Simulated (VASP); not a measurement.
# Ta (Im-3m) in VASP: a series of runs

The runs below take Ta through single point, with LDA.

Program: VASP 6.6.1. These are calculated values, not measurements. Logs are shortened: lines on timing, memory, paths and dates and some standing lists are left out, and cuts for length are marked.

## 1. The cell of the first run

It takes space group Im-3m (No. 229, cubic). Conventional cell: a = 3.255 Å, b = 3.255 Å, c = 3.255 Å, α = 90.00°, β = 90.00°, γ = 90.00°. Within 3.7 Å of Ta (site symmetry m-3m) lie 14 Ta at 2.82 to 3.26 Å.

## 2. Single point, LDA

INCAR

```
SYSTEM = Ta
PREC = Accurate
ENCUT = 520
EDIFF = 1E-6
ISMEAR = 1
SIGMA = 0.3
LREAL = .False.
LASPH = .True.
NELM = 60
ALGO = Normal
ISIF = 2
LWAVE = .False.
LCHARG = .False.
NBANDS = 12
```

KPOINTS

```
Automatic mesh
0
Gamma
  14 14 14
  0 0 0
```

POSCAR

```
Ta
1.0
   -1.6276710318      1.6276710318      1.6276710318
    1.6276710318     -1.6276710318      1.6276710318
    1.6276710318      1.6276710318     -1.6276710318
Ta
1
Direct
    0.0000000000      0.0000000000      0.0000000000
```

Potentials or basis: VASP PAW LDA potentials, release 64 (Ta_pv).

The run is started by

```sh
$ cat potpaw_LDA.64/Ta_pv/POTCAR > POTCAR
$ mpirun -np 1 vasp_std > vasp.out
```

OUTCAR:

```text
SYSTEM = Ta
   PREC = Accurate
   ENCUT = 520
   EDIFF = 1E-6
   ISMEAR = 1
   LREAL = .False.
   LASPH = .True.
   NELM = 60
   ISIF = 2

 ion  position               nearest neighbor table
   1  0.000  0.000  0.000-

  LATTYP: Found a body centered cubic cell.
 ALAT       =     3.2553420636

  Lattice vectors:

 A1 = (  -1.6276710318,   1.6276710318,   1.6276710318)
 A2 = (   1.6276710318,  -1.6276710318,   1.6276710318)
 A3 = (   1.6276710318,   1.6276710318,  -1.6276710318)

Analysis of symmetry for initial positions (statically):
=====================================================================
 Subroutine PRICEL returns:
 Original cell was already a primitive cell.

 Routine SETGRP: Setting up the symmetry group for a
 body centered cubic supercell.

 Subroutine GETGRP returns: Found 48 space group operations
 (whereof 48 operations were pure point group operations)
 out of a pool of 48 trial point group operations.

The static configuration has the point symmetry O_h .

Analysis of symmetry for dynamics (positions and initial velocities):
=====================================================================
 Subroutine PRICEL returns:
 Original cell was already a primitive cell.

 Routine SETGRP: Setting up the symmetry group for a
 body centered cubic supercell.

 Subroutine GETGRP returns: Found 48 space group operations
 (whereof 48 operations were pure point group operations)
 out of a pool of 48 trial point group operations.

The dynamic configuration has the point symmetry O_h .

 Subroutine INISYM returns: Found 48 space group operations
 (whereof 48 operations are pure point group operations),
 and found     1 'primitive' translations

----------------------------------------------------------------------------------------

                                     Primitive cell

  volume of cell :      17.2488

  direct lattice vectors                    reciprocal lattice vectors
    -1.627671032  1.627671032  1.627671032     0.000000000  0.307187380  0.307187380
     1.627671032 -1.627671032  1.627671032     0.307187380  0.000000000  0.307187380
     1.627671032  1.627671032 -1.627671032     0.307187380  0.307187380  0.000000000

  length of vectors
     2.819208925  2.819208925  2.819208925     0.434428559  0.434428559  0.434428559

  position of ions in fractional coordinates (direct lattice)
     0.000000000  0.000000000  0.000000000

  ion indices of the primitive-cell ions
   primitive index   ion index
                 1           1

----------------------------------------------------------------------------------------

 KPOINTS: Automatic mesh

Automatic generation of k-mesh.
 Grid dimensions read from file:
 generate k-points for:   14   14   14

 Generating k-lattice:

  Cartesian coordinates                     Fractional coordinates (reciprocal lattice)
     0.000000000  0.021941956  0.021941956     0.071428571  0.000000000  0.000000000
     0.021941956  0.000000000  0.021941956     0.000000000  0.071428571  0.000000000
     0.021941956  0.021941956  0.000000000     0.000000000  0.000000000  0.071428571

  Length of vectors
     0.031030611  0.031030611  0.031030611

  Shift w.r.t. Gamma in fractional coordinates (k-lattice)
     0.000000000  0.000000000  0.000000000

 Subroutine IBZKPT returns following result:
 ===========================================

 Found    104 irreducible k-points:

 Following reciprocal coordinates:
            Coordinates               Weight
  0.000000  0.000000  0.000000      1.000000
  0.071429  0.000000  0.000000     12.000000
  0.142857  0.000000  0.000000     12.000000
  0.214286  0.000000  0.000000     12.000000
  0.285714  0.000000  0.000000     12.000000
  0.357143  0.000000  0.000000     12.000000
[... 16 lines left out ...]
  0.285714  0.285714  0.000000     24.000000
  0.357143  0.285714  0.000000     24.000000
 [... further k-points ...]
   k-points           NKPTS =    104   k-points in BZ     NKDIM =    104   number of bands    NBANDS=     12
   number of dos      NEDOS =    301   number of ions     NIONS =      1
   total plane-waves  NPLWV =  13824
   dimension x,y,z NGX =    24 NGY =   24 NGZ =   24
   dimension x,y,z NGXF=    48 NGYF=   48 NGZF=   48
   ions per type =               1
   NGX,Y,Z   is equivalent  to a cutoff of  14.15, 14.15, 14.15 a.u.
   NGXF,Y,Z  is equivalent  to a cutoff of  28.31, 28.31, 28.31 a.u.
 SYSTEM =  Ta
   PREC   = accura    normal or accurate (medium, high low for compatibility)
   ISTART =      0    job   : 0-new  1-cont  2-samecut
   ICHARG =      2    charge: 1-file 2-atom 10-const
   ISPIN  =      1    spin polarized calculation?
   LNONCOLLINEAR =      F non collinear calculations
   LSORBIT =      F    spin-orbit coupling
   LASPH  =      T    aspherical Exc in radial PAW
   ENCUT  =  520.0 eV  38.22 Ry    6.18 a.u.   5.24  5.24  5.24*2*pi/ulx,y,z
   NELM   =     60;   NELMIN=  2; NELMDL= -5     # of ELM steps
   EDIFF  = 0.1E-05   stopping-criterion for ELM
   LREAL  =      F    real-space projection
   EDIFFG = 0.1E-04   stopping-criterion for IOM
   NSW    =      0    number of steps for IOM
   IBRION =     -1    ionic relax: 0-MD 1-quasi-New 2-CG
   NFREE  =      0    steps in history (QN), initial steepest desc. (CG)
   ISIF   =      2    stress and relaxation
   ISYM   =      2    0-nonsym 1-usesym 2-fastsym
   POTIM  = 0.5000    time-step for ionic-motion
   TEBEG  =    0.0;   TEEND  =   0.0 temperature during run
   PSTRESS=    0.0 pullay stress
   NELECT =      11.0000    total number of electrons
   NUPDOWN=      -1.0000    fix difference up-down
   EMIN   =  10.00;   EMAX   =-10.00  energy-range for DOS
   EFERMI =   0.00;   METHOD = LEGACY
   ISMEAR =     1;   SIGMA  =   0.30  broadening in eV -4-tet -1-fermi 0-gaus
   EFERMI_NEDOS =   21; number of points for ismear=-14 and -15
   IALGO  =     38    algorithm
   IMIX   =      4    mixing-type and parameters
     AMIX     =   0.40;   BMIX     =  1.00
     AMIX_MAG =   1.60;   BMIX_MAG =  1.00
  volume/ion in A,a.u.               =      17.25       116.40
  Fermi-wavevector in a.u.,A,eV,Ry     =   1.409134  2.662878 27.016543  1.985660
  Thomas-Fermi vector in A             =   2.531221
   LORBIT       =      0    0 simple, 1 ext, 2 COOP (PROOUT), +10 PAW based schemes
   GGA     = CA    functional components
   LHFCALC =     F    Hartree Fock is set to
   AEXX    =    0.0000 exact exchange contribution
   IVDW    =     0    specifies the selected vdW correction
   LEPSILON=     F    determine dielectric tensor
   LRPA    =     F    only Hartree local field effects (RPA)
 non-spin polarized calculation
 Methfessel and Paxton  Order N= 1 SIGMA  =   0.30
  energy-cutoff  :      520.00
  volume of cell :       17.25
 maximum number of plane-waves:       476
 NGX is ok and might be reduce to    24
   NGX = 11   NGY = 11   NGZ = 11

 number of electron      11.0000000 magnetization

 Free energy of the ion-electron system (eV)
  ---------------------------------------------------
  ext. energy  EPLUGINS =         0.00000000
  ---------------------------------------------------
  free energy    TOTEN  =       -12.83007684 eV

  energy without entropy =      -12.83260695  energy(sigma->0) =      -12.83092021

 E-fermi :   5.7443     XC(G=0): -13.0182

 val. band max:        5.7378768444   @ k =   0.3571   0.2143   0.0000
 cond. band min:       5.7773888021   @ k =  -0.3571   0.3571   0.0714
 fundamental gap:      0.0395119577
 Fermi energy:         5.7443107611

 k-point     1 :       0.0000    0.0000    0.0000
  band No.  band energies     occupation
      1     -26.9718      2.00000
      2     -26.9718      2.00000
      3     -26.9718      2.00000
      4      -2.2389      2.00000
      5       6.4273     -0.00592
      6       6.4273     -0.00592
      7       6.4273     -0.00592
      8       9.8436     -0.00000
      9       9.8436     -0.00000
     10      19.5894      0.00000
     11      21.0419      0.00000
     12      21.0419      0.00000

 k-point     2 :       0.0714    0.0000    0.0000
  band No.  band energies     occupation
      1     -27.0468      2.00000
      2     -26.9945      2.00000
      3     -26.9723      2.00000
      4      -1.9972      2.00000
      5       6.2719     -0.03216
      6       6.3825     -0.01037
      7       6.6645     -0.00013
      8       9.5951     -0.00000
      9       9.8441     -0.00000
     10      19.5895      0.00000
     11      21.2593      0.00000
     12      21.4598      0.00000

 k-point     3 :       0.1429    0.0000    0.0000
  band No.  band energies     occupation
      1     -27.2525      2.00000
      2     -27.0578      2.00000
      3     -26.9737      2.00000
      4      -1.3187      2.00000
      5       5.8661      0.37165
      6       6.1729     -0.06136
      7       7.3639     -0.00000
      8       9.1981     -0.00000
      9       9.8671     -0.00000
     10      19.5890      0.00000
     11      21.7303      0.00000
     12      22.6479      0.00000
[... 286 lines left out ...]
 k-point    23 :       0.2857    0.2857    0.0000
  band No.  band energies     occupation
      1     -28.0820      2.00000
      2     -27.7173      2.00000
      3     -27.1377      2.00000
      4       2.9409      2.00000
      5       4.3143      2.00000
      6       5.2488      2.04138
      7       9.8599     -0.00000
      8      10.6993     -0.00000
      9      16.0040      0.00000
     10      16.2695      0.00000
     11      19.5970      0.00000
     12      20.3004      0.00000

 k-point    24 :       0.3571    0.2857    0.0000
  band No.  band energies     occupation
      1     -28.0298      2.00000
      2     -27.8197      2.00000
      3     -27.1449      2.00000
      4       3.0615      2.00000
      5       4.4758      2.00000
      6       5.1172      2.01181
      7      10.1095     -0.00000
      8      10.7263     -0.00000
      9      15.1954      0.00000
     10      17.4529      0.00000
     11      19.3043      0.00000
     12      19.5962      0.00000

 [... further k-points ...]
[... 5 lines left out ...]
  --------------------------------------------------------------------------------------
  -------------------------------------------------------------------------------------
  Total        0.0831096      0.0831096      0.0831096      0.0000000      0.0000000     -0.0000000
  in kB        7.7197255      7.7197255      7.7197255      0.0000000      0.0000000     -0.0000000
  external PRESSURE =       7.7197255 kB  Pullay stress =       0.0000000 kB

 VOLUME and BASIS-vectors are now :
 -----------------------------------------------------------------------------
  energy-cutoff  :      520.00
  volume of cell :       17.25
      direct lattice vectors                 reciprocal lattice vectors
    -1.627671032  1.627671032  1.627671032     0.000000000  0.307187380  0.307187380
     1.627671032 -1.627671032  1.627671032     0.307187380  0.000000000  0.307187380
     1.627671032  1.627671032 -1.627671032     0.307187380  0.307187380  0.000000000

 POSITION                                       TOTAL-FORCE (eV/Angst)
 -----------------------------------------------------------------------------------
      0.00000      0.00000      0.00000        -0.000000      0.000000     -0.000000
 -----------------------------------------------------------------------------------
    total drift:                                0.000000      0.000000      0.000000

  FREE ENERGIE OF THE ION-ELECTRON SYSTEM (eV)
  ---------------------------------------------------
  free  energy   TOTEN  =       -12.8300768393 eV

  energy  without entropy=      -12.8326069508  energy(sigma->0) =      -12.83092021
```

Run time: 14 s. Hardware: 1 thread of Intel Xeon 6975P-C, shared host; peak memory 0.14 GiB.

Results:

- Free energy: -12.8301 eV
- Pressure: 0.8 GPa

Levels at points of the mesh, in eV from the Fermi level:
```csv
k point,band 3,band 4,band 5,band 6,band 7,band 8
"(0.00, 0.00, 0.00)",-32.72,-7.98,0.68,0.68,0.68,4.10
"(0.50, 0.00, 0.00)",-32.73,-4.55,-1.70,1.97,4.01,5.07
"(0.50, 0.50, 0.50)",-33.67,-4.07,-4.07,7.16,7.16,7.16
```

Caveat: spin-orbit coupling is left out, which moves the levels of the heavy elements.

## 3. Single point, LDA

INCAR

```
PREC = Accurate
ENCUT = 520
EDIFF = 1E-6
ISMEAR = 1
SIGMA = 1.0
LREAL = F
LASPH = T
NELM = 80
ALGO = Normal
ISIF = 2
LWAVE = F
LCHARG = T
GGA = CA
LELF = T
LVHAR = T
NBANDS = 12
```

KPOINTS

```
regular mesh
0
Gamma
  14 14 14
```

POSCAR is that of step 2.

Potentials or basis: VASP PAW LDA potentials, release 64 (Ta_pv).

The run is started by

```sh
$ cat potpaw_LDA.64/Ta_pv/POTCAR > POTCAR
$ mpirun -np 1 vasp_std > vasp.out
```

It took 12 s on 1 thread of Intel Xeon 6975P-C, shared host; peak memory 0.14 GiB.

It converged, with:

```yaml
Free_energy: -12.8481 eV
Pressure: 0.5 GPa
```

Levels at points of the mesh, in eV from the Fermi level:
| k point | band 3 | band 4 | band 5 | band 6 | band 7 | band 8 |
| --- | --- | --- | --- | --- | --- | --- |
| (0.00, 0.00, 0.00) | -32.77 | -8.05 | 0.62 | 0.62 | 0.62 | 4.03 |
| (0.50, 0.00, 0.00) | -32.78 | -4.62 | -1.76 | 1.90 | 3.95 | 5.01 |
| (0.50, 0.50, 0.50) | -33.73 | -4.13 | -4.13 | 7.10 | 7.10 | 7.10 |

Caveat: spin-orbit coupling is left out, which moves the levels of the heavy elements.
